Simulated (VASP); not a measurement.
# Al2Cu (C2/c) in VASP: single point with PBEsol

Aim: the single point of Al2Cu with PBEsol.

Everything below comes from runs of VASP 6.6.1. Logs are shortened: lines on timing, memory, paths and dates and some standing lists are left out, and cuts for length are marked.

## (1) The cell of the first run

The structure is monoclinic, space group C2/c (No. 15). Conventional cell: a = 7.696 Å, b = 5.993 Å, c = 4.828 Å, α = 90.00°, β = 128.85°, γ = 90.00°. Al (site symmetry 1) has 4 Cu at 2.48 to 2.64 Å and 11 Al at 2.70 to 3.19 Å within 3.3 Å. Within 3.2 Å of Cu (site symmetry 2) lie 2 Cu at 2.43 Å and 8 Al at 2.48 to 2.64 Å.

## (2) Single point, PBEsol (atoms displaced along a vibrational mode)

INCAR

```
SYSTEM = Al2Cu
  PREC = Accurate
  ENCUT = 520
  EDIFF = 1E-6
  ISMEAR = 0
  SIGMA = 0.15
  LREAL = .FALSE.
  LASPH = .TRUE.
  NELM = 80
  ALGO = Fast
  ISIF = 2
  LWAVE = .FALSE.
  LCHARG = .TRUE.
  GGA = PS
  LELF = .TRUE.
  LVHAR = .TRUE.
  NBANDS = 26
```

KPOINTS

```
Automatic mesh
0
G
  12 12 12
  0 0 0
```

POSCAR

```
Al2Cu
1.0
   -2.9965506923      2.9965506923      2.4139243086
    2.9965506923     -2.9965506923      2.4139243086
    2.9965506923      2.9965506923     -2.4139243086
Al Cu
4 2
Direct
    0.1507545467      0.6507545467      0.8186399160
    0.6507545467      0.8321146307      0.5000000000
    0.8492454533      0.3492454533      0.1813600840
    0.3492454533      0.1678853693      0.5000000000
    0.7500000000      0.7700230219      0.0200230219
    0.2500000000      0.2299769781     -0.0200230219
```

Potentials or basis: VASP PAW PBE potentials, release 64 (Al, Cu).

Run with:

```bash
> cat potpaw_PBE.64/Al/POTCAR potpaw_PBE.64/Cu/POTCAR > POTCAR
> mpirun -np 1 vasp_std > vasp.out
```

OUTCAR:

```text
SYSTEM = Al2Cu
   PREC = Accurate
   ENCUT = 520
   EDIFF = 1E-6
   ISMEAR = 0
   LREAL = .FALSE.
   LASPH = .TRUE.
   NELM = 80
   ISIF = 2
   GGA = PS

 ion  position               nearest neighbor table
   1  0.151  0.651  0.819-   6 2.48   5 2.53   6 2.59   5 2.64   3 2.70   3 2.79   3 2.93   4 3.01
                             2 3.08   2 3.08   4 3.14   2 3.19   2 3.19   4 3.19   4 3.19
   2  0.651  0.832  0.500-   5 2.48   6 2.53   5 2.59   6 2.64   4 2.70   4 2.79   4 2.93   3 3.01
                             1 3.08   1 3.08   3 3.14   1 3.19   1 3.19   3 3.19   3 3.19
   3  0.849  0.349  0.181-   5 2.48   6 2.53   5 2.59   6 2.64   1 2.70   1 2.79   1 2.93   2 3.01
                             4 3.08   4 3.08   2 3.14   4 3.19   4 3.19   2 3.19   2 3.19
   4  0.349  0.168  0.500-   6 2.48   5 2.53   6 2.59   5 2.64   2 2.70   2 2.79   2 2.93   1 3.01
                             3 3.08   3 3.08   1 3.14   3 3.19   3 3.19   1 3.19   1 3.19
   5  0.750  0.770  0.020-   6 2.43   6 2.43   3 2.48   2 2.48   1 2.53   4 2.53   3 2.59   2 2.59
                             1 2.64   4 2.64
   6  0.250  0.230  0.980-   5 2.43   5 2.43   1 2.48   4 2.48   2 2.53   3 2.53   4 2.59   1 2.59
                             2 2.64   3 2.64

  LATTYP: Found a body centered tetragonal cell.
 ALAT       =     5.9931013846
 C/A-ratio  =     0.8055676531

  Lattice vectors:

 A1 = (  -2.9965506923,   2.9965506923,   2.4139243086)
 A2 = (   2.9965506923,  -2.9965506923,   2.4139243086)
 A3 = (   2.9965506923,   2.9965506923,  -2.4139243086)

Analysis of symmetry for initial positions (statically):
=====================================================================
 Subroutine PRICEL returns:
 Original cell was already a primitive cell.

 Routine SETGRP: Setting up the symmetry group for a
 body centered tetragonal supercell.

 Subroutine GETGRP returns: Found  4 space group operations
 (whereof  2 operations were pure point group operations)
 out of a pool of 16 trial point group operations.

The static configuration has the point symmetry S_2 .
 The point group associated with its full space group is C_2h.

Analysis of symmetry for dynamics (positions and initial velocities):
=====================================================================
 Subroutine PRICEL returns:
 Original cell was already a primitive cell.

 Routine SETGRP: Setting up the symmetry group for a
 body centered tetragonal supercell.

 Subroutine GETGRP returns: Found  4 space group operations
 (whereof  2 operations were pure point group operations)
 out of a pool of 16 trial point group operations.

The dynamic configuration has the point symmetry S_2 .
 The point group associated with its full space group is C_2h.

 Subroutine INISYM returns: Found  4 space group operations
 (whereof  2 operations are pure point group operations),
 and found     1 'primitive' translations

----------------------------------------------------------------------------------------

                                     Primitive cell

  volume of cell :      86.7016

  direct lattice vectors                    reciprocal lattice vectors
    -2.996550692  2.996550692  2.413924309     0.000000000  0.166858515  0.207131598
     2.996550692 -2.996550692  2.413924309     0.166858515  0.000000000  0.207131598
     2.996550692  2.996550692 -2.413924309     0.166858515  0.166858515  0.000000000

  length of vectors
     4.877054713  4.877054713  4.877054713     0.265979817  0.265979817  0.235973576

  position of ions in fractional coordinates (direct lattice)
     0.150754547  0.650754547  0.818639916
     0.650754547  0.832114631  0.500000000
     0.849245453  0.349245453  0.181360084
     0.349245453  0.167885369  0.500000000
     0.750000000  0.770023022  0.020023022
     0.250000000  0.229976978  0.979976978

  ion indices of the primitive-cell ions
   primitive index   ion index
                 1           1
                 2           2
                 3           3
                 4           4
                 5           5
                 6           6

----------------------------------------------------------------------------------------

 KPOINTS: Automatic mesh

Automatic generation of k-mesh.
 Grid dimensions read from file:
 generate k-points for:   12   12   12

 Generating k-lattice:

  Cartesian coordinates                     Fractional coordinates (reciprocal lattice)
     0.000000000  0.013904876  0.017260967     0.083333333 -0.000000000  0.000000000
     0.013904876  0.000000000  0.017260967    -0.000000000  0.083333333  0.000000000
     0.013904876  0.013904876  0.000000000     0.000000000  0.000000000  0.083333333

  Length of vectors
     0.022164985  0.022164985  0.019664465

  Shift w.r.t. Gamma in fractional coordinates (k-lattice)
     0.000000000  0.000000000  0.000000000

 Subroutine IBZKPT returns following result:
 ===========================================

 Found    476 irreducible k-points:

 Following reciprocal coordinates:
            Coordinates               Weight
  0.000000  0.000000  0.000000      1.000000
  0.083333 -0.000000  0.000000      2.000000
  0.083333 -0.000000 -0.083333      4.000000
 -0.000000  0.083333 -0.083333      2.000000
  0.166667 -0.000000  0.000000      2.000000
  0.166667 -0.000000 -0.166667      4.000000
[... 16 lines left out ...]
  0.250000 -0.000000 -0.166667      4.000000
  0.083333  0.166667 -0.250000      4.000000
 [... further k-points ...]
   k-points           NKPTS =    476   k-points in BZ     NKDIM =    476   number of bands    NBANDS=     26
   number of dos      NEDOS =    301   number of ions     NIONS =      6
   total plane-waves  NPLWV =  46656
   dimension x,y,z NGX =    36 NGY =   36 NGZ =   36
   dimension x,y,z NGXF=    72 NGYF=   72 NGZF=   72
   ions per type =               4   2
   NGX,Y,Z   is equivalent  to a cutoff of  12.27, 12.27, 12.27 a.u.
   NGXF,Y,Z  is equivalent  to a cutoff of  24.54, 24.54, 24.54 a.u.
 SYSTEM =  Al2Cu
   PREC   = accura    normal or accurate (medium, high low for compatibility)
   ISTART =      0    job   : 0-new  1-cont  2-samecut
   ICHARG =      2    charge: 1-file 2-atom 10-const
   ISPIN  =      1    spin polarized calculation?
   LNONCOLLINEAR =      F non collinear calculations
   LSORBIT =      F    spin-orbit coupling
   LASPH  =      T    aspherical Exc in radial PAW
   ENCUT  =  520.0 eV  38.22 Ry    6.18 a.u.   9.07  9.07  9.07*2*pi/ulx,y,z
   NELM   =     80;   NELMIN=  2; NELMDL= -5     # of ELM steps
   EDIFF  = 0.1E-05   stopping-criterion for ELM
   LREAL  =      F    real-space projection
   EDIFFG = 0.1E-04   stopping-criterion for IOM
   NSW    =      0    number of steps for IOM
   IBRION =     -1    ionic relax: 0-MD 1-quasi-New 2-CG
   NFREE  =      0    steps in history (QN), initial steepest desc. (CG)
   ISIF   =      2    stress and relaxation
   ISYM   =      2    0-nonsym 1-usesym 2-fastsym
   POTIM  = 0.5000    time-step for ionic-motion
   TEBEG  =    0.0;   TEEND  =   0.0 temperature during run
   PSTRESS=    0.0 pullay stress
   NELECT =      34.0000    total number of electrons
   NUPDOWN=      -1.0000    fix difference up-down
   EMIN   =  10.00;   EMAX   =-10.00  energy-range for DOS
   EFERMI =   0.00;   METHOD = LEGACY
   ISMEAR =     0;   SIGMA  =   0.15  broadening in eV -4-tet -1-fermi 0-gaus
   EFERMI_NEDOS =   21; number of points for ismear=-14 and -15
   IALGO  =     68    algorithm
   IMIX   =      4    mixing-type and parameters
     AMIX     =   0.40;   BMIX     =  1.00
     AMIX_MAG =   1.60;   BMIX_MAG =  1.00
  volume/ion in A,a.u.               =      14.45        97.52
  Fermi-wavevector in a.u.,A,eV,Ry     =   1.198281  2.264424 19.536312  1.435878
  Thomas-Fermi vector in A             =   2.334174
   LORBIT       =      0    0 simple, 1 ext, 2 COOP (PROOUT), +10 PAW based schemes
   GGA     = PS    functional components
   LHFCALC =     F    Hartree Fock is set to
   AEXX    =    0.0000 exact exchange contribution
   IVDW    =     0    specifies the selected vdW correction
   LEPSILON=     F    determine dielectric tensor
   LRPA    =     F    only Hartree local field effects (RPA)
 non-spin polarized calculation
 RMM-DIIS sequential band-by-band and
 Gauss-broadening in eV      SIGMA  =   0.15
  energy-cutoff  :      520.00
  volume of cell :       86.70
 maximum number of plane-waves:      2376
   NGX = 19   NGY = 19   NGZ = 19

 number of electron      33.9999996 magnetization

 Free energy of the ion-electron system (eV)
  ---------------------------------------------------
  ext. energy  EPLUGINS =         0.00000000
  ---------------------------------------------------
  free energy    TOTEN  =       -25.93786118 eV

  energy without entropy =      -25.91444839  energy(sigma->0) =      -25.92615479

 E-fermi :   8.2169     XC(G=0): -11.0783

 val. band max:        8.2141719045   @ k =   0.3333  -0.0833   0.2500
 cond. band min:       8.2200394257   @ k =   0.2500   0.0833   0.0000
 fundamental gap:      0.0058675212
 Fermi energy:         8.2168901593

 k-point     1 :       0.0000    0.0000    0.0000
  band No.  band energies     occupation
      1      -2.7411      2.00000
      2       2.7763      2.00000
      3       2.9730      2.00000
      4       3.0046      2.00000
      5       3.0310      2.00000
      6       3.9195      2.00000
[... 18 lines left out ...]
     25      13.6771      0.00000
     26      14.1573      0.00000

 k-point     2 :       0.0833   -0.0000    0.0000
  band No.  band energies     occupation
      1      -2.6670      2.00000
      2       2.7647      2.00000
      3       2.9588      2.00000
      4       2.9714      2.00000
      5       3.0726      2.00000
      6       3.9022      2.00000
[... 18 lines left out ...]
     25      13.7517      0.00000
[... 608 lines left out ...]
     25      13.3701      0.00000
     26      15.6208      0.00000

 k-point    24 :       0.0833    0.1667   -0.2500
  band No.  band energies     occupation
      1      -2.1927      2.00000
      2       2.6564      2.00000
      3       2.7847      2.00000
      4       2.8808      2.00000
      5       3.2835      2.00000
      6       3.6743      2.00000
[... 18 lines left out ...]
     25      13.3942      0.00000
     26      15.5472      0.00000

 [... further k-points ...]

------------------------ aborting loop because EDIFF is reached ----------------------------------------

  FORCE on cell =-STRESS in cart. coord.  units (eV):
  Direction    XX          YY          ZZ          XY          YZ          ZX
  --------------------------------------------------------------------------------------
  -------------------------------------------------------------------------------------
  Total        0.5513287      0.3559505      0.0695965      0.0000000     -0.5803690      0.0000000
  in kB       10.1881247      6.5776879      1.2860883      0.0000000    -10.7247685      0.0000000
  external PRESSURE =       6.0173003 kB  Pullay stress =       0.0000000 kB

 VOLUME and BASIS-vectors are now :
 -----------------------------------------------------------------------------
  energy-cutoff  :      520.00
  volume of cell :       86.70
      direct lattice vectors                 reciprocal lattice vectors
    -2.996550692  2.996550692  2.413924309     0.000000000  0.166858515  0.207131598
     2.996550692 -2.996550692  2.413924309     0.166858515  0.000000000  0.207131598
     2.996550692  2.996550692 -2.413924309     0.166858515  0.166858515  0.000000000

 POSITION                                       TOTAL-FORCE (eV/Angst)
 -----------------------------------------------------------------------------------
      3.95137      0.95482     -0.04135        -0.051624      0.010321      0.080576
      2.04173      0.95482      2.37257         0.051624      0.010321      0.080576
     -0.95482      2.04173      2.45528         0.051624     -0.010321     -0.080576
      0.95482      2.04173      0.04135        -0.051624     -0.010321     -0.080576
      0.12000      0.00000      3.62089        -0.602185     -0.000000     -0.000000
      2.87655      2.99655     -1.20696         0.602185      0.000000     -0.000000
 -----------------------------------------------------------------------------------
    total drift:                                0.000000     -0.000000      0.000000

  FREE ENERGIE OF THE ION-ELECTRON SYSTEM (eV)
  ---------------------------------------------------
  free  energy   TOTEN  =       -25.9378611840 eV

  energy  without entropy=      -25.9144483877  energy(sigma->0) =      -25.92615479
```

It took 7 min on 1 thread of Intel Xeon 6975P-C (Granite Rapids), shared host; peak memory 0.9 GiB.

What came out:

```
Free energy            : -25.9379 eV
Pressure               : 0.6 GPa
Largest force          : 0.602 eV/Å
Band gap on the k mesh : zero (bands 17 and 18 overlap by 4.43 eV)
```

Forces in eV/Å, atoms in the order of the input:
```
Al  -0.052  0.010  0.081
Al   0.052  0.010  0.081
Al   0.052 -0.010 -0.081
Al  -0.052 -0.010 -0.081
Cu  -0.602  0.000  0.000
Cu   0.602  0.000  0.000
```

Caveat: the cell differs from its parent crystal (atoms displaced along a vibrational mode); the PAW data sets were made with another functional, which shifts forces and pressure a little.
